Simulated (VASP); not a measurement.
# Ir (Fm-3m) in VASP: single point with PBE

Aim: the single point of Ir with PBE.

Program: VASP 6.6.1. These are calculated values, not measurements. Logs are shortened: lines on timing, memory, paths and dates and some standing lists are left out, and cuts for length are marked.

## Step 1: The cell of the first run

Symmetry: Fm-3m, No. 225, cubic system. Conventional cell: a = 3.871 Å, b = 3.871 Å, c = 3.871 Å, α = 90.00°, β = 90.00°, γ = 90.00°. Within 3.6 Å of Ir (site symmetry m-3m) lie 12 Ir at 2.74 Å.

## Step 2: Single point, PBE

File INCAR:

```
SYSTEM = Ir
PREC     = Accurate       ! precision mode
ENCUT    = 520            ! plane-wave cutoff, eV
EDIFF    = 1E-7           ! SCF threshold, eV
ISMEAR   = 0              ! smearing method
SIGMA    = 0.1            ! smearing width, eV
LREAL    = .FALSE.        ! projectors in reciprocal space
LASPH    = .TRUE.         ! aspherical terms in the spheres
NELM     = 100            ! most SCF steps
ALGO     = Normal         ! electronic algorithm
ISIF     = 2              ! what is computed and relaxed
LWAVE    = .FALSE.        ! write WAVECAR
LCHARG   = .FALSE.        ! write CHGCAR
GGA      = PE             ! functional
NBANDS   = 10             ! bands
```

File KPOINTS:

```
regular mesh
0
G
  15 15 15
  0 0 0
```

File POSCAR:

```
Ir
1.0
    2.7369647136      0.0000000000      0.0000000000
   -1.3684823568      2.3702809712      0.0000000000
    1.3684823568      0.7900936571      2.2347223308
Ir
1
Direct
    0.0000000000      0.0000000000      0.0000000000
```

Potentials or basis: VASP PAW PBE potentials, release 64 (Ir).

Command:

```
$ cat potpaw_PBE.64/Ir/POTCAR > POTCAR
$ mpirun -np 1 vasp_std > vasp.out
```

OUTCAR:

```text
SYSTEM = Ir
   PREC = Accurate
   ENCUT = 520
   EDIFF = 1E-7
   ISMEAR = 0
   LREAL = .FALSE.
   LASPH = .TRUE.
   NELM = 100
   ISIF = 2
   GGA = PE

 ion  position               nearest neighbor table
   1  0.000  0.000  0.000-

  LATTYP: Found a face centered cubic cell.
 ALAT       =     3.8706526177

  Lattice vectors:

 A1 = (  -2.7369647136,   0.0000000000,   0.0000000000)
 A2 = (  -1.3684823568,   0.7900936571,   2.2347223308)
 A3 = (  -1.3684823568,   2.3702809712,   0.0000000000)

Analysis of symmetry for initial positions (statically):
=====================================================================
 Subroutine PRICEL returns:
 Original cell was already a primitive cell.

 Routine SETGRP: Setting up the symmetry group for a
 face centered cubic supercell.

 Subroutine GETGRP returns: Found 48 space group operations
 (whereof 48 operations were pure point group operations)
 out of a pool of 48 trial point group operations.

The static configuration has the point symmetry O_h .

Analysis of symmetry for dynamics (positions and initial velocities):
=====================================================================
 Subroutine PRICEL returns:
 Original cell was already a primitive cell.

 Routine SETGRP: Setting up the symmetry group for a
 face centered cubic supercell.

 Subroutine GETGRP returns: Found 48 space group operations
 (whereof 48 operations were pure point group operations)
 out of a pool of 48 trial point group operations.

The dynamic configuration has the point symmetry O_h .

 Subroutine INISYM returns: Found 48 space group operations
 (whereof 48 operations are pure point group operations),
 and found     1 'primitive' translations

----------------------------------------------------------------------------------------

                                     Primitive cell

  volume of cell :      14.4975

  direct lattice vectors                    reciprocal lattice vectors
     2.736964714  0.000000000  0.000000000     0.365368247  0.210945456 -0.298321925
    -1.368482357  2.370280971  0.000000000     0.000000000  0.421890912 -0.149160962
     1.368482357  0.790093657  2.234722331     0.000000000  0.000000000  0.447482887

  length of vectors
     2.736964714  2.736964714  2.736964714     0.516708730  0.447482887  0.447482887

  position of ions in fractional coordinates (direct lattice)
     0.000000000  0.000000000  0.000000000
[... 79 lines left out ...]
   NSW    =      0    number of steps for IOM
   IBRION =     -1    ionic relax: 0-MD 1-quasi-New 2-CG
   NFREE  =      0    steps in history (QN), initial steepest desc. (CG)
   ISIF   =      2    stress and relaxation
   ISYM   =      2    0-nonsym 1-usesym 2-fastsym
   POTIM  = 0.5000    time-step for ionic-motion
   TEBEG  =    0.0;   TEEND  =   0.0 temperature during run
   PSTRESS=    0.0 pullay stress
   NELECT =       9.0000    total number of electrons
   NUPDOWN=      -1.0000    fix difference up-down
   EMIN   =  10.00;   EMAX   =-10.00  energy-range for DOS
   EFERMI =   0.00;   METHOD = LEGACY
   ISMEAR =     0;   SIGMA  =   0.10  broadening in eV -4-tet -1-fermi 0-gaus
   EFERMI_NEDOS =   21; number of points for ismear=-14 and -15
   IALGO  =     38    algorithm
   IMIX   =      4    mixing-type and parameters
     AMIX     =   0.40;   BMIX     =  1.00
     AMIX_MAG =   1.60;   BMIX_MAG =  1.00
  volume/ion in A,a.u.               =      14.50        97.83
  Fermi-wavevector in a.u.,A,eV,Ry     =   1.396555  2.639107 26.536350  1.950367
  Thomas-Fermi vector in A             =   2.519898
   LORBIT       =      0    0 simple, 1 ext, 2 COOP (PROOUT), +10 PAW based schemes
   GGA     = PE    functional components
   LHFCALC =     F    Hartree Fock is set to
   AEXX    =    0.0000 exact exchange contribution
   IVDW    =     0    specifies the selected vdW correction
   LEPSILON=     F    determine dielectric tensor
   LRPA    =     F    only Hartree local field effects (RPA)
 non-spin polarized calculation
 Gauss-broadening in eV      SIGMA  =   0.10
  energy-cutoff  :      520.00
  volume of cell :       14.50
 maximum number of plane-waves:       401
   NGX = 11   NGY = 11   NGZ = 11

 number of electron       9.0000000 magnetization

 Free energy of the ion-electron system (eV)
  ---------------------------------------------------
  ext. energy  EPLUGINS =         0.00000000
  ---------------------------------------------------
  free energy    TOTEN  =        -8.85771371 eV

  energy without entropy =       -8.85235482  energy(sigma->0) =       -8.85503427

 E-fermi :  10.0357     XC(G=0): -13.8432

 val. band max:       10.0069478682   @ k =   0.4667   0.1333   0.0667
 cond. band min:      10.0379945380   @ k =   0.2667   0.4000   0.0667
 fundamental gap:      0.0310466698
 Fermi energy:        10.0357459732

 k-point     1 :       0.0000    0.0000    0.0000
  band No.  band energies     occupation
      1      -0.8710      2.00000
      2       6.2412      2.00000
      3       6.2412      2.00000
      4       6.2412      2.00000
      5       8.8267      2.00000
      6       8.8267      2.00000
      7      24.3580      0.00000
      8      29.7994      0.00000
      9      29.7994      0.00000
     10      29.7994      0.00000
[... 287 lines left out ...]
 k-point    24 :      -0.0667    0.1333    0.0000
  band No.  band energies     occupation
      1      -0.3660      2.00000
      2       5.9609      2.00000
      3       6.4394      2.00000
      4       6.4919      2.00000
      5       8.5515      2.00000
      6       8.8609      2.00000
      7      25.1995      0.00000
      8      27.9230      0.00000
      9      29.9604      0.00000
     10      30.9229      0.00000

 [... further k-points ...]

------------------------ aborting loop because EDIFF is reached ----------------------------------------

  FORCE on cell =-STRESS in cart. coord.  units (eV):
  Direction    XX          YY          ZZ          XY          YZ          ZX
  --------------------------------------------------------------------------------------
  -------------------------------------------------------------------------------------
  Total        0.0348798      0.0348798      0.0348798     -0.0000000      0.0000000      0.0000000
  in kB        3.8547068      3.8547068      3.8547068     -0.0000000      0.0000000      0.0000000
  external PRESSURE =       3.8547068 kB  Pullay stress =       0.0000000 kB

 VOLUME and BASIS-vectors are now :
 -----------------------------------------------------------------------------
  energy-cutoff  :      520.00
  volume of cell :       14.50
      direct lattice vectors                 reciprocal lattice vectors
     2.736964714  0.000000000  0.000000000     0.365368247  0.210945456 -0.298321925
    -1.368482357  2.370280971  0.000000000     0.000000000  0.421890912 -0.149160962
     1.368482357  0.790093657  2.234722331     0.000000000  0.000000000  0.447482887

 POSITION                                       TOTAL-FORCE (eV/Angst)
 -----------------------------------------------------------------------------------
      0.00000      0.00000      0.00000        -0.000000      0.000000      0.000000
 -----------------------------------------------------------------------------------
    total drift:                               -0.000000      0.000000      0.000000

  FREE ENERGIE OF THE ION-ELECTRON SYSTEM (eV)
  ---------------------------------------------------
  free  energy   TOTEN  =        -8.8577137097 eV

  energy  without entropy=       -8.8523548244  energy(sigma->0) =       -8.85503427
```

OSZICAR:

```text
N       E                     dE             d eps       ncg     rms          rms(c)
DAV:   1     0.480970249993E+02    0.48097E+02   -0.43543E+03  2424   0.819E+02
DAV:   2    -0.852366016896E+01   -0.56621E+02   -0.53911E+02  2480   0.198E+02
DAV:   3    -0.941685611545E+01   -0.89320E+00   -0.89074E+00  2778   0.300E+01
DAV:   4    -0.942502387481E+01   -0.81678E-02   -0.81663E-02  2728   0.268E+00
DAV:   5    -0.942518722285E+01   -0.16335E-03   -0.16335E-03  2732   0.366E-01    0.143E+01
DAV:   6    -0.894773365223E+01    0.47745E+00   -0.86428E-01  2674   0.113E+01    0.573E+00
DAV:   7    -0.886368860074E+01    0.84045E-01   -0.26689E-01  2846   0.580E+00    0.147E+00
DAV:   8    -0.886125017183E+01    0.24384E-02   -0.20470E-03  2588   0.465E-01    0.111E+00
DAV:   9    -0.885770745718E+01    0.35427E-02   -0.22114E-03  2688   0.651E-01    0.157E-02
DAV:  10    -0.885771226397E+01   -0.48068E-05   -0.12713E-05  3322   0.337E-02    0.265E-02
DAV:  11    -0.885771372748E+01   -0.14635E-05   -0.11076E-06  2608   0.119E-02    0.126E-03
DAV:  12    -0.885771370967E+01    0.17817E-07   -0.13053E-08  1544   0.109E-03
   1 F= -.88577137E+01 E0= -.88550343E+01  d E =-.535889E-02
```

stdout:

```text
POSCAR found type information on POSCAR Ir
 POSCAR found :  1 types and       1 ions
 scaLAPACK will be used
 LDA part: xc-table for (Slater+PW92), standard interpolation
 POSCAR, INCAR and KPOINTS ok, starting setup
 FFT: planning ... GRIDC
 FFT: planning ... GRID_SOFT
 FFT: planning ... GRID
 WAVECAR not read
 entering main loop
```

It took 6.3 s on 1 thread of Intel Xeon 6975P-C (Granite Rapids), shared host; peak memory 0.13 GiB.

What came out:

* Free energy: -8.8577 eV
* Pressure: 0.4 GPa
* Band gap on the k mesh: zero (an odd number of electrons rules out a gap without spin polarisation)

Caveat: spin-orbit coupling is left out, which moves the levels of the heavy elements.
